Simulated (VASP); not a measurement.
# Pt (Fm-3m) in VASP: further runs

Runs on Pt. Level: LDA. Tasks: single point, relaxation of volume and atoms at fixed shape.

Everything below comes from runs of VASP 6.6.1. Logs are shortened: lines on timing, memory, paths and dates and some standing lists are left out, and cuts for length are marked.

## Step 1: The cell of the first run

It takes space group Fm-3m (No. 225, cubic). The conventional cell has a = 3.894 Å, b = 3.894 Å, c = 3.894 Å, α = 90.00°, β = 90.00°, γ = 90.00°. Within 3.6 Å of Pt (site symmetry m-3m) lie 12 Pt at 2.75 Å.

## Step 2: Single point, LDA

The input, INCAR:

```
SYSTEM = Pt
PREC = Accurate ; ENCUT = 520
EDIFF = 1E-6 ; ISMEAR = 0
SIGMA = 0.1 ; LREAL = .False.
LASPH = .True. ; NELM = 100
ALGO = Normal ; ISIF = 2
LWAVE = .False. ; LCHARG = .True.
GGA = CA ; LELF = .True.
LVHAR = .True. ; NBANDS = 11
```

The input, KPOINTS:

```
regular mesh
0
Gamma
  19 19 19
  0 0 0
```

The input, POSCAR:

```
Pt
1.0
    0.0000000000      1.9467611495      1.9467611495
    1.9467611495      0.0000000000      1.9467611495
    1.9467611495      1.9467611495      0.0000000000
Pt
1
Direct
    0.0000000000      0.0000000000      0.0000000000
```

Potentials or basis: VASP PAW LDA potentials, release 64 (Pt).

The run is started by

```console
$ cat potpaw_LDA.64/Pt/POTCAR > POTCAR
$ mpirun -np 1 vasp_std > vasp.out
```

OUTCAR:

```text
SYSTEM = Pt
   PREC = Accurate
   ENCUT = 520
   EDIFF = 1E-6
   ISMEAR = 0
   LREAL = .False.
   LASPH = .True.
   NELM = 100
   ISIF = 2
   GGA = CA

 ion  position               nearest neighbor table
   1  0.000  0.000  0.000-

  LATTYP: Found a face centered cubic cell.
 ALAT       =     3.8935222990

  Lattice vectors:

 A1 = (   0.0000000000,   1.9467611495,   1.9467611495)
 A2 = (   1.9467611495,   0.0000000000,   1.9467611495)
 A3 = (   1.9467611495,   1.9467611495,   0.0000000000)

Analysis of symmetry for initial positions (statically):
=====================================================================
 Subroutine PRICEL returns:
 Original cell was already a primitive cell.

 Routine SETGRP: Setting up the symmetry group for a
 face centered cubic supercell.

 Subroutine GETGRP returns: Found 48 space group operations
 (whereof 48 operations were pure point group operations)
 out of a pool of 48 trial point group operations.

The static configuration has the point symmetry O_h .

Analysis of symmetry for dynamics (positions and initial velocities):
=====================================================================
 Subroutine PRICEL returns:
 Original cell was already a primitive cell.

 Routine SETGRP: Setting up the symmetry group for a
 face centered cubic supercell.

 Subroutine GETGRP returns: Found 48 space group operations
 (whereof 48 operations were pure point group operations)
 out of a pool of 48 trial point group operations.

The dynamic configuration has the point symmetry O_h .

 Subroutine INISYM returns: Found 48 space group operations
 (whereof 48 operations are pure point group operations),
 and found     1 'primitive' translations

----------------------------------------------------------------------------------------

                                     Primitive cell

  volume of cell :      14.7560

  direct lattice vectors                    reciprocal lattice vectors
     0.000000000  1.946761149  1.946761149    -0.256836849  0.256836849  0.256836849
     1.946761149  0.000000000  1.946761149     0.256836849 -0.256836849  0.256836849
     1.946761149  1.946761149  0.000000000     0.256836849  0.256836849 -0.256836849

  length of vectors
     2.753136020  2.753136020  2.753136020     0.444854472  0.444854472  0.444854472

  position of ions in fractional coordinates (direct lattice)
     0.000000000  0.000000000  0.000000000

  ion indices of the primitive-cell ions
[... 80 lines left out ...]
   ISIF   =      2    stress and relaxation
   ISYM   =      2    0-nonsym 1-usesym 2-fastsym
   POTIM  = 0.5000    time-step for ionic-motion
   TEBEG  =    0.0;   TEEND  =   0.0 temperature during run
   PSTRESS=    0.0 pullay stress
   NELECT =      10.0000    total number of electrons
   NUPDOWN=      -1.0000    fix difference up-down
   EMIN   =  10.00;   EMAX   =-10.00  energy-range for DOS
   EFERMI =   0.00;   METHOD = LEGACY
   ISMEAR =     0;   SIGMA  =   0.10  broadening in eV -4-tet -1-fermi 0-gaus
   EFERMI_NEDOS =   21; number of points for ismear=-14 and -15
   IALGO  =     38    algorithm
   IMIX   =      4    mixing-type and parameters
     AMIX     =   0.40;   BMIX     =  1.00
     AMIX_MAG =   1.60;   BMIX_MAG =  1.00
  volume/ion in A,a.u.               =      14.76        99.58
  Fermi-wavevector in a.u.,A,eV,Ry     =   1.437978  2.717384 28.133854  2.067780
  Thomas-Fermi vector in A             =   2.556996
   LORBIT       =      0    0 simple, 1 ext, 2 COOP (PROOUT), +10 PAW based schemes
   GGA     = CA    functional components
   LHFCALC =     F    Hartree Fock is set to
   AEXX    =    0.0000 exact exchange contribution
   IVDW    =     0    specifies the selected vdW correction
   LEPSILON=     F    determine dielectric tensor
   LRPA    =     F    only Hartree local field effects (RPA)
 non-spin polarized calculation
 Gauss-broadening in eV      SIGMA  =   0.10
  energy-cutoff  :      520.00
  volume of cell :       14.76
 maximum number of plane-waves:       411
   NGX = 11   NGY = 11   NGZ = 11

 number of electron      10.0000000 magnetization

 Free energy of the ion-electron system (eV)
  ---------------------------------------------------
  ext. energy  EPLUGINS =         0.00000000
  ---------------------------------------------------
  free energy    TOTEN  =        -7.51068730 eV

  energy without entropy =       -7.50047002  energy(sigma->0) =       -7.50557866

 E-fermi :  11.5554     XC(G=0): -13.8143

 val. band max:       11.5531132216   @ k =   0.4737   0.3684   0.0526
 cond. band min:      11.5613953125   @ k =   0.4211   0.1579   0.0000
 fundamental gap:      0.0082820908
 Fermi energy:        11.5554181998

 k-point     1 :       0.0000    0.0000    0.0000
  band No.  band energies     occupation
      1       1.0764      2.00000
      2       7.6111      2.00000
      3       7.6111      2.00000
      4       7.6111      2.00000
      5       9.8853      2.00000
      6       9.8853      2.00000
      7      26.1244      0.00000
      8      31.1722      0.00000
      9      31.1722      0.00000
     10      31.1722      0.00000
     11      36.7060      0.00000
[... 309 lines left out ...]
 k-point    24 :      -0.2632    0.0526    0.0000
  band No.  band energies     occupation
      1       3.5698      2.00000
      2       7.3208      2.00000
      3       7.9509      2.00000
      4       8.0196      2.00000
      5       9.9595      2.00000
      6      10.6731      2.00000
      7      24.0058      0.00000
      8      27.8161      0.00000
      9      32.6727      0.00000
     10      34.5760      0.00000
     11      35.7200      0.00000

 [... further k-points ...]

------------------------ aborting loop because EDIFF is reached ----------------------------------------

  FORCE on cell =-STRESS in cart. coord.  units (eV):
  Direction    XX          YY          ZZ          XY          YZ          ZX
  --------------------------------------------------------------------------------------
  -------------------------------------------------------------------------------------
  Total        0.0728374      0.0728374      0.0728374      0.0000000      0.0000000      0.0000000
  in kB        7.9085501      7.9085501      7.9085501      0.0000000      0.0000000      0.0000000
  external PRESSURE =       7.9085501 kB  Pullay stress =       0.0000000 kB

 VOLUME and BASIS-vectors are now :
 -----------------------------------------------------------------------------
  energy-cutoff  :      520.00
  volume of cell :       14.76
      direct lattice vectors                 reciprocal lattice vectors
     0.000000000  1.946761149  1.946761149    -0.256836849  0.256836849  0.256836849
     1.946761149  0.000000000  1.946761149     0.256836849 -0.256836849  0.256836849
     1.946761149  1.946761149  0.000000000     0.256836849  0.256836849 -0.256836849

 POSITION                                       TOTAL-FORCE (eV/Angst)
 -----------------------------------------------------------------------------------
      0.00000      0.00000      0.00000        -0.000000      0.000000      0.000000
 -----------------------------------------------------------------------------------
    total drift:                                0.000000     -0.000000     -0.000000

  FREE ENERGIE OF THE ION-ELECTRON SYSTEM (eV)
  ---------------------------------------------------
  free  energy   TOTEN  =        -7.5106872994 eV

  energy  without entropy=       -7.5004700174  energy(sigma->0) =       -7.50557866
```

OSZICAR:

```text
N       E                     dE             d eps       ncg     rms          rms(c)
DAV:   1     0.390878939139E+02    0.39088E+02   -0.53859E+03  4928   0.848E+02
DAV:   2    -0.735238949443E+01   -0.46440E+02   -0.44594E+02  5549   0.181E+02
DAV:   3    -0.794407929225E+01   -0.59169E+00   -0.58498E+00  5677   0.194E+01
DAV:   4    -0.794638305291E+01   -0.23038E-02   -0.23036E-02  5599   0.142E+00
DAV:   5    -0.794640071947E+01   -0.17667E-04   -0.17667E-04  5699   0.115E-01    0.141E+01
DAV:   6    -0.756107935569E+01    0.38532E+00   -0.87017E-01  5248   0.736E+00    0.725E+00
DAV:   7    -0.751547435328E+01    0.45605E-01   -0.15065E-01  5599   0.293E+00    0.262E+00
DAV:   8    -0.751088882753E+01    0.45855E-02   -0.65585E-03  5281   0.768E-01    0.592E-01
DAV:   9    -0.751068359978E+01    0.20523E-03   -0.16172E-04  5419   0.120E-01    0.135E-02
DAV:  10    -0.751068722432E+01   -0.36245E-05   -0.28401E-06  5802   0.116E-02    0.235E-03
DAV:  11    -0.751068729945E+01   -0.75131E-07   -0.49870E-08  2960   0.204E-03
   1 F= -.75106873E+01 E0= -.75055787E+01  d E =-.102173E-01
```

stdout:

```text
POSCAR found type information on POSCAR Pt
 POSCAR found :  1 types and       1 ions
 scaLAPACK will be used
 LDA part: xc-table for (Slater(with rela. corr.)+CA(PZ))
 , standard interpolation
 POSCAR, INCAR and KPOINTS ok, starting setup
 FFT: planning ... GRIDC
 FFT: planning ... GRID_SOFT
 FFT: planning ... GRID
 WAVECAR not read
 entering main loop
```

Run time: 22 s. Hardware: 1 thread of Intel Xeon Platinum 8488C (Sapphire Rapids), shared host; peak memory 0.14 GiB.

Results:

| Property | Result |
| --- | --- |
| Free energy | -7.5107 eV |
| Pressure | 0.8 GPa |
| Band gap on the k mesh | zero (bands 5 and 6 overlap by 2.28 eV) |

Caveat: spin-orbit coupling is left out, which moves the levels of the heavy elements.

## Step 3: Relaxation of volume and atoms at fixed shape, LDA

This run uses another cell than the first one, of 15.08 Å³/atom.

The input, INCAR:

```
SYSTEM = Pt
ALGO = Normal ; EDIFF = 1E-6
EDIFFG = -0.03 ; ENCUT = 600
IBRION = 2 ; ISIF = 8
ISMEAR = 0 ; LASPH = .TRUE.
LCHARG = .FALSE. ; LREAL = .FALSE.
LWAVE = .FALSE. ; NELM = 80
NSW = 80 ; PREC = Accurate
SIGMA = 0.1
```

The input, KPOINTS:

```
k-points
0
G
  19 19 19
  0 0 0
```

The input, POSCAR:

```
Pt
1.0
    0.0000000000      1.9609000000      1.9609000000
    1.9609000000      0.0000000000      1.9609000000
    1.9609000000      1.9609000000      0.0000000000
Pt
1
Direct
    0.0000000000      0.0000000000      0.0000000000
```

Potentials or basis: VASP PAW LDA potentials, release 64 (Pt).

The run is started by

```console
$ cat potpaw_LDA.64/Pt/POTCAR > POTCAR
$ mpirun -np 1 vasp_std > vasp.out
```

OUTCAR:

```text
SYSTEM = Pt
   EDIFF = 1E-6
   EDIFFG = -0.03
   ENCUT = 600
   IBRION = 2
   ISIF = 8
   ISMEAR = 0
   LASPH = .TRUE.
   LREAL = .FALSE.
   NELM = 80
   NSW = 80
   PREC = Accurate

 ion  position               nearest neighbor table
   1  0.000  0.000  0.000-

  LATTYP: Found a face centered cubic cell.
 ALAT       =     3.9218000000

  Lattice vectors:

 A1 = (   0.0000000000,   1.9609000000,   1.9609000000)
 A2 = (   1.9609000000,   0.0000000000,   1.9609000000)
 A3 = (   1.9609000000,   1.9609000000,   0.0000000000)

Analysis of symmetry for initial positions (statically):
=====================================================================
 Subroutine PRICEL returns:
 Original cell was already a primitive cell.
[... 254 lines left out ...]
 fundamental gap:      0.0079002180
 Fermi energy:        11.4887544634

 k-point     1 :       0.0000    0.0000    0.0000
  band No.  band energies     occupation
      1       1.0481      2.00000
      2       7.5657      2.00000
      3       7.5657      2.00000
      4       7.5657      2.00000
      5       9.8277      2.00000
      6       9.8277      2.00000
      7      26.0688      0.00000
      8      31.0975      0.00000
      9      31.0975      0.00000
[... 265 lines left out ...]
 k-point    24 :      -0.2632    0.0526    0.0000
  band No.  band energies     occupation
      1       3.5360      2.00000
      2       7.2770      2.00000
      3       7.9042      2.00000
      4       7.9725      2.00000
      5       9.9021      2.00000
      6      10.6116      2.00000
      7      23.9184      0.00000
      8      27.7436      0.00000
      9      32.5665      0.00000

 [... further k-points ...]

------------------------ aborting loop because EDIFF is reached ----------------------------------------

  FORCE on cell =-STRESS in cart. coord.  units (eV):
  Direction    XX          YY          ZZ          XY          YZ          ZX
  --------------------------------------------------------------------------------------
  -------------------------------------------------------------------------------------
  Total       -0.0124401     -0.0124401     -0.0124401      0.0000000      0.0000000     -0.0000000
  in kB       -1.3462482     -1.3462482     -1.3462482      0.0000000      0.0000000     -0.0000000
  external PRESSURE =      -1.3462482 kB  Pullay stress =       0.0000000 kB
[... 16 lines left out ...]
  FREE ENERGIE OF THE ION-ELECTRON SYSTEM (eV)
  ---------------------------------------------------
  free  energy   TOTEN  =        -7.5109412307 eV

  energy  without entropy=       -7.5006613866  energy(sigma->0) =       -7.50580131

 reached required accuracy - stopping structural energy minimisation
```

OSZICAR:

```text
N       E                     dE             d eps       ncg     rms          rms(c)
DAV:   1     0.409498297712E+02    0.40950E+02   -0.60471E+03  4056   0.117E+03
DAV:   2    -0.744357346640E+01   -0.48393E+02   -0.46346E+02  4158   0.199E+02
DAV:   3    -0.794452145401E+01   -0.50095E+00   -0.49351E+00  4684   0.208E+01
[... 21 lines left out ...]
DAV:   3    -0.751028379439E+01    0.14485E-01   -0.69301E-02  4159   0.221E+00    0.994E-01
DAV:   4    -0.751083790404E+01   -0.55411E-03   -0.21242E-03  4479   0.325E-01    0.184E-01
DAV:   5    -0.751092969196E+01   -0.91788E-04   -0.80661E-05  5139   0.608E-02    0.282E-02
DAV:   6    -0.751094120913E+01   -0.11517E-04   -0.35210E-06  4506   0.114E-02    0.171E-03
DAV:   7    -0.751094123071E+01   -0.21581E-07   -0.32553E-08  2048   0.165E-03
   3 F= -.75109412E+01 E0= -.75058013E+01  d E =-.491671E-02
```

It took 38 s on 1 thread of Intel Xeon Platinum 8488C (Sapphire Rapids), shared host; peak memory 0.18 GiB.

What came out:

```yaml
Free_energy: -7.5109 eV
Relaxed_volume: 14.81 Å³/atom
Relaxed_cell: a = 2.756 Å, b = 2.756 Å, c = 2.756 Å, α = 60.00°, β = 60.00°, γ = 60.00°
Space_group_after_relaxing_to_0.1_Å: Fm-3m (No. 225)
Energy_gained_by_relaxing: 4.9 meV/atom
Ionic_steps: 3
Pressure_after_relaxing: -0.1 GPa
Band_gap_on_the_k_mesh: zero (bands 5 and 6 overlap by 2.27 eV)
```

Step by step:
```csv
step,energy change (eV),largest force (eV/Å),pressure (GPa),volume (Å³)
1,0.0000,0.0000,-5.49,15.08
2,0.0441,0.0000,20.38,13.98
3,-0.0049,0.0000,-0.13,14.81
```

Final structure:
```
Pt
1.0
     0.00000    1.94892    1.94892
     1.94892    0.00000    1.94892
     1.94892    1.94892    0.00000
Pt
1
Direct
  0.00000 0.00000 0.00000
```

Caveat: spin-orbit coupling is left out, which moves the levels of the heavy elements.
